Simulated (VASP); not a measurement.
A run of VASP 6.6.1 is set up as follows.

Contents of INCAR:

```
SYSTEM = K
PREC = Accurate
ENCUT = 520
EDIFF = 1E-7
ISMEAR = 0
SIGMA = 0.15
LREAL = .FALSE.
LASPH = .TRUE.
NELM = 100
ALGO = Normal
ISIF = 2
LWAVE = .FALSE.
LCHARG = .TRUE.
GGA = CA
LELF = .TRUE.
LVHAR = .TRUE.
NBANDS = 10
```

KPOINTS

```
Automatic mesh
0
G
  6 6 12
  0 0 0
```

The input POSCAR:

```
K
1.0
    9.7644093295      0.0000000000      0.0000000000
    0.0000000000      9.7644093295      0.0000000000
    0.0000000000      0.0000000000      4.6083016536
K
1
Direct
    0.0000000000      0.0000000000      0.0000000000
```

Potentials or basis: VASP PAW LDA potentials, release 64 (K_sv).

Command:

```console
$ cat potpaw_LDA.64/K_sv/POTCAR > POTCAR
$ mpirun -np 1 vasp_std > vasp.out
```

Q: What does it give for the pressure?

A: -0.1 GPa.

Stress tensor (GPa, compression positive):
```
-0.01  0.00  0.00
 0.00 -0.01  0.00
 0.00  0.00 -0.23
```
